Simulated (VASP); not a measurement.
# NaH in VASP: notebook

The runs below take NaH through single point, relaxation of cell and atoms, with PBE.

Program: VASP 6.6.1. These are calculated values, not measurements. Logs are shortened: lines on timing, memory, paths and dates and some standing lists are left out, and cuts for length are marked.

## Step 1: The cell of the first run

It takes space group R-3m (No. 166, trigonal). Conventional cell: a = 3.366 Å, b = 3.366 Å, c = 26.082 Å, α = 90.00°, β = 90.00°, γ = 120.00°. Na (site symmetry -3m) has 6 H at 2.44 Å and 2 Na at 2.94 Å within 3.2 Å. Na (site symmetry 3m) has 6 H at 2.40 to 2.44 Å and 1 Na at 2.94 Å within 3.2 Å. Within 3.2 Å of H (site symmetry -3m) lie 6 Na at 2.40 Å. Within 3.2 Å of H (site symmetry 3m) lie 6 Na at 2.44 Å.

## Step 2: Single point, PBE

INCAR reads:

```
SYSTEM = NaH
PREC = Accurate
ENCUT = 520
EDIFF = 1E-7
ISMEAR = 0
SIGMA = 0.1
LREAL = .False.
LASPH = .True.
NELM = 80
ALGO = Normal
ISIF = 2
LWAVE = .False.
LCHARG = .True.
GGA = PE
LELF = .True.
LVHAR = .True.
NBANDS = 36
```

KPOINTS reads:

```
Automatic mesh
0
Gamma
  4 2 4
  0 0 0
```

POSCAR reads:

```
NaH
1.0
   -3.3660409299      0.0000000000      0.0000000000
    0.0000000000      5.8301539109      0.0000000000
    1.6830204649     -0.9716923185     -8.6941299408
Na H
6 6
Direct
    0.2500000000      0.7500000000      0.5000000000
    0.7500000000      0.2500000000      0.5000000000
    0.0806587073      0.6935529024      0.1613174146
    0.5806587073      0.1935529024      0.1613174146
    0.4193412927      0.8064470976      0.8386825854
    0.9193412927      0.3064470976      0.8386825854
    0.5000000000      0.5000000000      0.0000000000
    0.0000000000      0.0000000000      0.0000000000
    0.8347263708      0.6115754569      0.6694527416
    0.3347263708      0.1115754569      0.6694527416
    0.6652736292      0.8884245431      0.3305472584
    0.1652736292      0.3884245431      0.3305472584
```

Potentials or basis: VASP PAW PBE potentials, release 64 (Na_pv, H).

The run is started by

```
cat potpaw_PBE.64/Na_pv/POTCAR potpaw_PBE.64/H/POTCAR > POTCAR
mpirun -np 1 vasp_std > vasp.out
```

OUTCAR:

```text
SYSTEM = NaH
   PREC = Accurate
   ENCUT = 520
   EDIFF = 1E-7
   ISMEAR = 0
   LREAL = .False.
   LASPH = .True.
   NELM = 80
   ISIF = 2
   GGA = PE

 ion  position               nearest neighbor table
   1  0.250  0.750  0.500-
   2  0.750  0.250  0.500-
   3  0.081  0.694  0.161-
   4  0.581  0.194  0.161-
   5  0.419  0.806  0.839-
   6  0.919  0.306  0.839-
   7  0.500  0.500  0.000-
   8  0.000  0.000  0.000-
   9  0.835  0.612  0.669-
  10  0.335  0.112  0.669-
  11  0.665  0.888  0.331-
  12  0.165  0.388  0.331-

  LATTYP: Found a base centered monoclinic cell.
 ALAT       =    17.4965232420
 B/A-ratio  =     0.1923834172
 C/A-ratio  =     0.3332178531
 COS(beta)  =    -0.1110726177

  Lattice vectors:

 A1 = (   1.6830204649,  -0.9716923185,  -8.6941299408)
 A2 = (  -1.6830204650,  -0.9716923185,  -8.6941299408)
 A3 = (   0.0000000000,   5.8301539109,   0.0000000000)

Analysis of symmetry for initial positions (statically):
=====================================================================
 Subroutine PRICEL returns following result:

  LATTYP: Found a trigonal (rhomboedric) cell.
 ALAT       =     8.9086833637
 COS(alpha) =     0.9286191455

  Lattice vectors:

 A1 = (  -0.0000000000,   1.9433846370,  -8.6941299408)
 A2 = (   1.6830204649,  -0.9716923185,  -8.6941299408)
 A3 = (  -1.6830204650,  -0.9716923185,  -8.6941299408)

   2 primitive cells build up your supercell.

 Routine SETGRP: Setting up the symmetry group for a
 base centered monoclinic supercell.

 Subroutine GETGRP returns: Found  4 space group operations
 (whereof  4 operations were pure point group operations)
 out of a pool of  4 trial point group operations.

The static configuration has the point symmetry C_2h.

Analysis of symmetry for dynamics (positions and initial velocities):
=====================================================================
 Subroutine PRICEL returns following result:

  LATTYP: Found a trigonal (rhomboedric) cell.
 ALAT       =     8.9086833637
 COS(alpha) =     0.9286191455

  Lattice vectors:

 A1 = (  -0.0000000000,   1.9433846370,  -8.6941299408)
 A2 = (   1.6830204649,  -0.9716923185,  -8.6941299408)
 A3 = (  -1.6830204650,  -0.9716923185,  -8.6941299408)

   2 primitive cells build up your supercell.

 Routine SETGRP: Setting up the symmetry group for a
 base centered monoclinic supercell.

 Subroutine GETGRP returns: Found  4 space group operations
 (whereof  4 operations were pure point group operations)
 out of a pool of  4 trial point group operations.

The dynamic configuration has the point symmetry C_2h.

 Subroutine INISYM returns: Found  4 space group operations
 (whereof  4 operations are pure point group operations),
 and found     2 'primitive' translations

----------------------------------------------------------------------------------------

                                     Primitive cell

  volume of cell :      85.3091

  direct lattice vectors                    reciprocal lattice vectors
    -0.000000000  1.943384637 -8.694129941     0.000000000  0.343044117 -0.038340045
     1.683020465 -0.971692318 -8.694129941     0.297084920 -0.171522058 -0.038340045
    -1.683020465 -0.971692318 -8.694129941    -0.297084920 -0.171522058 -0.038340045

  length of vectors
     8.908683364  8.908683364  8.908683364     0.345179990  0.345179990  0.345179990

  position of ions in fractional coordinates (direct lattice)
     0.500000000  0.500000000  0.500000000
     0.387105805  0.387105805  0.387105805
     0.612894195  0.612894195  0.612894195
     0.000000000  0.000000000  0.000000000
     0.223150914  0.223150914  0.223150914
     0.776849086  0.776849086  0.776849086

  ion indices of the primitive-cell ions
   primitive index   ion index
                 1           1
                 2           3
                 3           5
                 4           7
                 5          10
                 6          12

----------------------------------------------------------------------------------------

 KPOINTS: Automatic mesh

[... 47 lines left out ...]
     AMIX     =   0.40;   BMIX     =  1.00
     AMIX_MAG =   1.60;   BMIX_MAG =  1.00
  volume/ion in A,a.u.               =      14.22        95.95
  Fermi-wavevector in a.u.,A,eV,Ry     =   1.072704  2.027117 15.656152  1.150695
  Thomas-Fermi vector in A             =   2.208482
   LORBIT       =      0    0 simple, 1 ext, 2 COOP (PROOUT), +10 PAW based schemes
   GGA     = PE    functional components
   LHFCALC =     F    Hartree Fock is set to
   AEXX    =    0.0000 exact exchange contribution
   IVDW    =     0    specifies the selected vdW correction
   LEPSILON=     F    determine dielectric tensor
   LRPA    =     F    only Hartree local field effects (RPA)
 non-spin polarized calculation
 Gauss-broadening in eV      SIGMA  =   0.10
  energy-cutoff  :      520.00
  volume of cell :      170.62
 maximum number of plane-waves:      4630
 NGX is ok and might be reduce to    28

 number of electron      48.0000012 magnetization

 Free energy of the ion-electron system (eV)
  ---------------------------------------------------
  ext. energy  EPLUGINS =         0.00000000
  ---------------------------------------------------
  free energy    TOTEN  =       -30.14800263 eV

  energy without entropy =      -30.14800263  energy(sigma->0) =      -30.14800263

 E-fermi :  -0.6130     XC(G=0):  -7.7380

 val. band max:       -1.1188345421   @ k =   0.5000   0.0000   0.2500
 cond. band min:       2.3355131622   @ k =   0.0000   0.0000   0.5000
 fundamental gap:      3.4543477043
 Fermi energy:        -0.6130056636

 k-point     1 :       0.0000    0.0000    0.0000
  band No.  band energies     occupation
      1     -23.4719      2.00000
      2     -23.4615      2.00000
      3     -23.4490      2.00000
      4     -23.4190      2.00000
      5     -23.4181      2.00000
      6     -23.4164      2.00000
[... 28 lines left out ...]
     35      10.2225      0.00000
     36      10.2414      0.00000
[... 476 lines left out ...]
      6     -23.3867      2.00000
[... 28 lines left out ...]
     35       9.9315      0.00000
     36       9.9315      0.00000

------------------------ aborting loop because EDIFF is reached ----------------------------------------

  FORCE on cell =-STRESS in cart. coord.  units (eV):
  Direction    XX          YY          ZZ          XY          YZ          ZX
  --------------------------------------------------------------------------------------
  -------------------------------------------------------------------------------------
  Total        0.0205808      0.0762963     -0.1311029      0.0000000      0.0110862     -0.0000000
  in kB        0.1932626      0.7164540     -1.2311110      0.0000000      0.1041042     -0.0000000
  external PRESSURE =      -0.1071315 kB  Pullay stress =       0.0000000 kB

 VOLUME and BASIS-vectors are now :
 -----------------------------------------------------------------------------
  energy-cutoff  :      520.00
  volume of cell :      170.62
      direct lattice vectors                 reciprocal lattice vectors
    -3.366040930  0.000000000  0.000000000    -0.297084920  0.000000000 -0.057510068
     0.000000000  5.830153911  0.000000000     0.000000000  0.171522058 -0.019170023
     1.683020465 -0.971692319 -8.694129941     0.000000000  0.000000000 -0.115020135

 POSITION                                       TOTAL-FORCE (eV/Angst)
 -----------------------------------------------------------------------------------
     -0.00000      3.88677     -4.34706         0.000000     -0.000000      0.000000
     -1.68302      0.97169     -4.34706         0.000000     -0.000000      0.000000
     -0.00000      3.88677     -1.40251         0.000000      0.000175      0.000020
     -1.68302      0.97169     -1.40251         0.000000      0.000175      0.000020
     -0.00000      3.88677     -7.29162        -0.000000     -0.000175     -0.000020
     -1.68302      0.97169     -7.29162        -0.000000     -0.000175     -0.000020
     -1.68302      2.91508      0.00000         0.000000     -0.000000      0.000000
      0.00000      0.00000      0.00000         0.000000     -0.000000      0.000000
     -1.68302      2.91508     -5.82031         0.000000      0.003161      0.000181
     -0.00000     -0.00000     -5.82031         0.000000      0.003161      0.000181
     -1.68302      4.85846     -2.87382        -0.000000     -0.003161     -0.000181
     -0.00000      1.94338     -2.87382        -0.000000     -0.003161     -0.000181
 -----------------------------------------------------------------------------------
    total drift:                               -0.000000      0.000000     -0.000000

  FREE ENERGIE OF THE ION-ELECTRON SYSTEM (eV)
  ---------------------------------------------------
  free  energy   TOTEN  =       -30.1480026306 eV

  energy  without entropy=      -30.1480026306  energy(sigma->0) =      -30.14800263
```

Run time: 47 s. Hardware: 1 thread of Intel Xeon 6975P-C (Granite Rapids), shared host; peak memory 0.29 GiB.

What came out:

| Property | Result |
| --- | --- |
| Free energy | -30.1480 eV |
| Pressure | 0.0 GPa |
| Largest force | 0.003 eV/Å |
| Band gap on the k mesh | 3.45 eV |

Forces on the atoms (eV/Å):
```
Na   0.000  0.000  0.000
Na   0.000  0.000  0.000
Na   0.000  0.000  0.000
Na   0.000  0.000  0.000
Na   0.000  0.000  0.000
Na   0.000  0.000  0.000
H    0.000  0.000  0.000
H    0.000  0.000  0.000
H    0.000  0.003  0.000
H    0.000  0.003  0.000
H    0.000 -0.003  0.000
H    0.000 -0.003  0.000
```

Caveat: the k points lie up to 0.54 Å⁻¹ apart.

## Step 3: Relaxation of cell and atoms, PBE

This run uses another cell than the first one: it holds 6 atoms, not 12.

INCAR reads:

```
SYSTEM = NaH
PREC     = Accurate       ! precision mode
ENCUT    = 600            ! plane-wave cutoff, eV
EDIFF    = 1E-7           ! SCF threshold, eV
ISMEAR   = 0              ! smearing method
SIGMA    = 0.1            ! smearing width, eV
LREAL    = .FALSE.        ! projectors in reciprocal space
LASPH    = .TRUE.         ! aspherical terms in the spheres
NELM     = 80             ! most SCF steps
ALGO     = Normal         ! electronic algorithm
ISIF     = 3              ! what is computed and relaxed
LWAVE    = .FALSE.        ! write WAVECAR
LCHARG   = .FALSE.        ! write CHGCAR
GGA      = PE             ! functional
IBRION   = 2              ! ionic algorithm
NSW      = 90             ! ionic steps
EDIFFG   = -0.04          ! ionic threshold
```

KPOINTS reads:

```
regular mesh
0
G
  6 6 6
  0 0 0
```

POSCAR reads:

```
NaH
1.0
    1.4739514200      0.8509862500      7.5688560800
   -1.4739514200      0.8509862500      7.5688560800
    0.0000000000     -1.7019725000      7.5688560800
Na H
3 3
Direct
    0.5000000000      0.5000000000      0.5000000000
    0.6187099800      0.6187099800      0.6187099800
    0.3812900200      0.3812900200      0.3812900200
    0.0000000000      0.0000000000      0.0000000000
    0.7766360000      0.7766360000      0.7766360000
    0.2233640000      0.2233640000      0.2233640000
```

Potentials or basis: VASP PAW PBE potentials, release 64 (Na_pv, H).

The run is started by

```
cat potpaw_PBE.64/Na_pv/POTCAR potpaw_PBE.64/H/POTCAR > POTCAR
mpirun -np 1 vasp_std > vasp.out
```

Wall time 10 min (1 thread of Intel Xeon 6975P-C (Granite Rapids), shared host); peak memory 0.6 GiB.

It converged, with:

* Free energy: -15.0641 eV
* Relaxed volume: 14.17 Å³/atom
* Relaxed cell: a = 8.900 Å, b = 8.900 Å, c = 8.900 Å, α = 21.78°, β = 21.78°, γ = 21.78°
* Space group after relaxing (to 0.1 Å): R-3m (No. 166)
* Energy gained by relaxing: 236.8 meV/atom
* Ionic steps: 10
* Pressure after relaxing: -0.1 GPa
* Largest force after relaxing: 0.034 eV/Å
* Band gap on the k mesh: 3.50 eV (least direct gap 4.22 eV)

Forces on the atoms (eV/Å):
```
Na   0.000  0.000  0.000
Na   0.000  0.000 -0.014
Na   0.000  0.000  0.014
H    0.000  0.000  0.000
H    0.000  0.000  0.034
H    0.000  0.000 -0.034
```

Step by step:
| step | energy change (eV) | largest force (eV/Å) | pressure (GPa) | volume (Å³) |
| --- | --- | --- | --- | --- |
| 1 | 0.0000 | 1.2762 | 20.29 | 56.96 |
| 2 | -1.0098 | 0.5006 | 8.44 | 67.46 |
| 3 | -1.3750 | 0.0871 | 2.25 | 78.21 |
| 4 | -1.4115 | 0.1313 | 0.58 | 82.77 |
| 5 | -1.4128 | 0.1410 | 0.23 | 83.91 |
| 6 | -1.4123 | 0.1460 | 0.03 | 84.52 |
| 7 | -1.4168 | 0.1106 | -0.07 | 84.87 |
| 8 | -1.4199 | 0.0540 | -0.24 | 85.43 |
| 9 | -1.4200 | 0.0477 | -0.26 | 85.50 |
| 10 | -1.4209 | 0.0344 | -0.13 | 85.04 |

Final structure:
```yaml
crystal:
  lattice:
    - [1.68118, 0.97063, 8.68525]
    - [-1.68118, 0.97063, 8.68525]
    - [0.00000, -1.94125, 8.68525]
  atoms:
    - { symbol: Na, position: [0.50000, 0.50000, 0.50000] }
    - { symbol: Na, position: [0.61318, 0.61318, 0.61318] }
    - { symbol: Na, position: [0.38682, 0.38682, 0.38682] }
    - { symbol: H, position: [0.00000, 0.00000, 0.00000] }
    - { symbol: H, position: [0.77625, 0.77625, 0.77625] }
    - { symbol: H, position: [0.22375, 0.22375, 0.22375] }
```

Levels at points of the mesh, in eV from the valence-band top:
| k point | band 10 | band 11 | band 12 | band 13 | band 14 | band 15 |
| --- | --- | --- | --- | --- | --- | --- |
| (0.00, 0.00, 0.00) | -3.58 | -2.00 | -1.93 | 5.14 | 5.25 | 10.36 |
| (0.50, 0.00, 0.00) | -0.81 | -0.34 | -0.30 | 4.15 | 4.63 | 5.15 |
| (0.50, 0.50, 0.00) | -0.72 | -0.56 | -0.16 | 4.06 | 4.60 | 5.45 |
| (0.50, 0.50, 0.50) | -3.23 | -3.03 | -1.03 | 3.50 | 8.33 | 8.54 |

Caveat: the volume moved by over 15 % at a fixed basis, so the end points are rough. A k mesh can miss the band edges.

## Step 4: Single point, PBE

INCAR reads:

```
  PREC = Accurate
  ENCUT = 520
  EDIFF = 1E-6
  ISMEAR = 0
  SIGMA = 0.1
  LREAL = F
  LASPH = T
  NELM = 100
  ALGO = Normal
  ISIF = 2
  LWAVE = F
  LCHARG = F
  GGA = PE
  NBANDS = 36
```

KPOINTS reads:

```
regular mesh
0
Gamma
  4 2 4
```

POSCAR reads:

```
NaH
1.0
   -3.3685772768      0.0001729211     -0.0006834402
   -0.0001922419      5.8414215418      0.0108725739
    1.6821698142     -0.9904308049     -8.6823811719
Na H
6 6
Direct
    0.2505005790      0.7495985122      0.4999247095
    0.7508496263      0.2496149196      0.5000657074
    0.0800443914      0.6944239570      0.1611827605
    0.5803184552      0.1944267746      0.1613466844
    0.4190310945      0.8059846187      0.8386972767
    0.9193378230      0.3059488992      0.8387729531
    0.4996624687      0.5001584861      0.0000166727
   -0.0002833224      0.0002084896     -0.0000016906
    0.8346821483      0.6113712844      0.6694347544
    0.3348735411      0.1113118857      0.6694157280
    0.6653926236      0.8884612800      0.3305156404
    0.1655905713      0.3884908930      0.3306288036
```

The run is started by

```
cat potpaw_PBE.64/Na_pv/POTCAR potpaw_PBE.64/H/POTCAR > POTCAR
mpirun -np 1 vasp_std > vasp.out
```

Wall time 52 s (1 thread of Intel Xeon 6975P-C (Granite Rapids), shared host); peak memory 0.32 GiB.

The run converged. Its results:

| Item | Value |
| --- | --- |
| Free energy | -30.1482 eV |
| Pressure | 0.0 GPa |
| Band gap on the k mesh | 3.47 eV |

Forces in eV/Å, atoms in the order of the input:
```
Na   0.000  0.001 -0.001
Na   0.001  0.001  0.000
Na  -0.001 -0.001  0.000
Na   0.000 -0.001  0.001
Na  -0.001  0.000  0.000
Na   0.000  0.000  0.000
H    0.000  0.000  0.000
H    0.000  0.000  0.000
H   -0.001  0.002 -0.001
H    0.000  0.003 -0.001
H    0.000 -0.002  0.001
H    0.001 -0.002  0.002
```

Levels at points of the mesh, in eV from the valence-band top:
```
           k point  band 20  band 21  band 22  band 23  band 24  band 25  band 26  band 27  band 28  band 29
(0.00, 0.00, 0.00)    -2.04    -1.95    -0.86    -0.40    -0.34     4.09     4.56     5.12     5.16     5.17
(0.50, 0.00, 0.00)    -1.06    -0.58    -0.57    -0.08    -0.08     5.15     5.15     5.42     5.43     5.66
(0.00, 0.50, 0.00)    -2.65    -1.46    -1.45    -1.06    -1.06     5.40     5.40     5.91     5.91     7.27
(0.50, 0.50, 0.00)    -0.77    -0.61    -0.38    -0.34    -0.20     4.00     4.10     4.56     4.57     5.10
(0.00, 0.00, 0.50)    -3.07    -1.06    -0.77    -0.62    -0.21     3.47     4.01     4.54     5.37     7.70
(0.50, 0.00, 0.50)    -1.06    -0.58    -0.58    -0.08    -0.08     5.15     5.15     5.43     5.43     5.67
(0.00, 0.50, 0.50)    -2.42    -2.09    -2.09    -0.55    -0.55     4.60     4.60     6.77     6.77     7.20
(0.50, 0.50, 0.50)    -0.77    -0.61    -0.38    -0.34    -0.20     3.99     4.10     4.56     4.57     5.10
```

Caveat: the k points lie up to 0.54 Å⁻¹ apart. A k mesh can miss the band edges.

## Step 5: Single point, PBE

This run uses another cell than the first one: it holds 6 atoms, not 12.

INCAR reads:

```
ALGO = Normal
EDIFF = 1E-6
ENCUT = 520
GGA = PE
ISIF = 2
ISMEAR = 0
LASPH = T
LCHARG = T
LELF = T
LREAL = F
LVHAR = T
LWAVE = F
NBANDS = 21
NELM = 100
PREC = Accurate
SIGMA = 0.01
```

KPOINTS reads:

```
k-points
0
Gamma
  12 12 12
```

POSCAR reads:

```
NaH
1.0
    1.6834424541      0.9719359540      8.6913886126
   -1.6834424541      0.9719359540      8.6913886126
    0.0000000000     -1.9438719081      8.6913886126
Na H
3 3
Direct
    0.5000000000      0.5000000000      0.5000000000
    0.6128987681      0.6128987681      0.6128987681
    0.3871012319      0.3871012319      0.3871012319
    0.0000000000      0.0000000000      0.0000000000
    0.7768594733      0.7768594733      0.7768594733
    0.2231405267      0.2231405267      0.2231405267
```

The run is started by

```
cat potpaw_PBE.64/Na_pv/POTCAR potpaw_PBE.64/H/POTCAR > POTCAR
mpirun -np 1 vasp_std > vasp.out
```

Run time: 19 min. Hardware: 1 thread of Intel Xeon 6975P-C (Granite Rapids), shared host; peak memory 0.8 GiB.

The run converged. Its results:

```
Free energy            : -15.0827 eV
Pressure               : 0.0 GPa
Band gap on the k mesh : 3.46 eV (least direct gap 4.21 eV)
```

Levels at points of the mesh, in eV from the valence-band top:
```tsv
k point	band 9	band 10	band 11	band 12	band 13	band 14	band 15	band 16
(0.00, 0.00, 0.00)	-22.21	-3.61	-2.04	-1.96	5.14	5.16	10.29	11.35
(0.50, 0.00, 0.00)	-22.21	-0.85	-0.38	-0.34	4.10	4.57	5.11	7.90
(0.50, 0.50, 0.00)	-22.22	-0.76	-0.61	-0.20	4.01	4.56	5.40	7.68
(0.50, 0.50, 0.50)	-22.21	-3.26	-3.07	-1.07	3.46	8.32	8.44	11.12
```

## Step 6: Summary

```tsv
task	cell	k mesh	cutoff (eV)	smearing	gap on the mesh (eV)	pressure (GPa)
single point	a = 3.366, b = 5.830, c = 8.909 Å, angles 96.3, 100.9, 90.0°, 12 atoms, atomic positions A	4 × 2 × 4	520	gaussian 0.1 eV	3.45	0.0
relaxation of cell and atoms	relaxed from a = 7.758 Å, angles 21.9°, 6 atoms, atomic positions B	6 × 6 × 6	600	gaussian 0.1 eV	3.50	-0.1
single point	a = 3.369, b = 5.841, c = 8.899 Å, angles 96.5, 100.9, 90.0°, 12 atoms, atomic positions C	4 × 2 × 4	520	gaussian 0.1 eV	3.47	0.0
single point	a = 8.906 Å, angles 21.8°, 6 atoms, atomic positions D	12 × 12 × 12	520	gaussian 0.01 eV	3.46	0.0
```

Alike in all rows: level PBE; potentials or basis VASP PAW PBE potentials, release 64 (Na_pv, H); no spin polarisation.

Caveats: some runs use coarse meshes; the volume moved by over 15 % at a fixed basis, so the end points are rough (at least some runs).

Total energies depend on the potentials used, so only differences within one code and one set of settings carry meaning.
